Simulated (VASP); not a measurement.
A run of VASP 6.6.1 is set up as follows.

Contents of INCAR:

```
SYSTEM = MgTiF4
ALGO = Normal
EDIFF = 1E-6
ENCUT = 520
GGA = CA
ISIF = 2
ISMEAR = 1
LASPH = .TRUE.
LCHARG = .FALSE.
LREAL = .FALSE.
LWAVE = .FALSE.
NBANDS = 30
NELM = 80
PREC = Accurate
SIGMA = 0.1
```

Contents of KPOINTS:

```
k-points
0
G
  8 8 6
  0 0 0
```

POSCAR

```
MgTiF4
1.0
    3.6030380000      0.0000000000      0.0000000000
    0.0000000000      3.6030380000      0.0000000000
    0.0000000000      0.0000000000      5.1133740000
Ti Mg F
1 1 4
Direct
    0.4970620000      0.4972050000     -0.0039990000
   -0.0111790000      0.0019740000      0.4973870000
    0.0123330000      0.4962940000      0.2574930000
   -0.0018480000      0.5016820000      0.7475140000
    0.5051940000     -0.0005870000      0.7467130000
    0.4855740000     -0.0006890000      0.2526820000
```

Potentials or basis: VASP PAW LDA potentials, release 64 (Ti_sv, Mg, F).

Run with:

```sh
$ cat potpaw_LDA.64/Ti_sv/POTCAR potpaw_LDA.64/Mg/POTCAR potpaw_LDA.64/F/POTCAR > POTCAR
$ mpirun -np 1 vasp_std > vasp.out
```

Problem. Predict the largest force.

Solution. 0.497 eV/Å.

Problem. Estimate the pressure.

Solution. -12.9 GPa.

Problem. What does it give for the band gap on the k mesh?

Solution. Zero (bands 21 and 22 overlap by 0.26 eV).

Stress tensor (GPa, compression positive):
```
-14.77  -0.05   0.09
 -0.05 -14.53   0.09
  0.09   0.09  -9.30
```

Caveat: the cell stands under tension; semilocal functionals often make such compounds metallic where correlation or magnetic order opens a gap, which also shifts bond lengths.
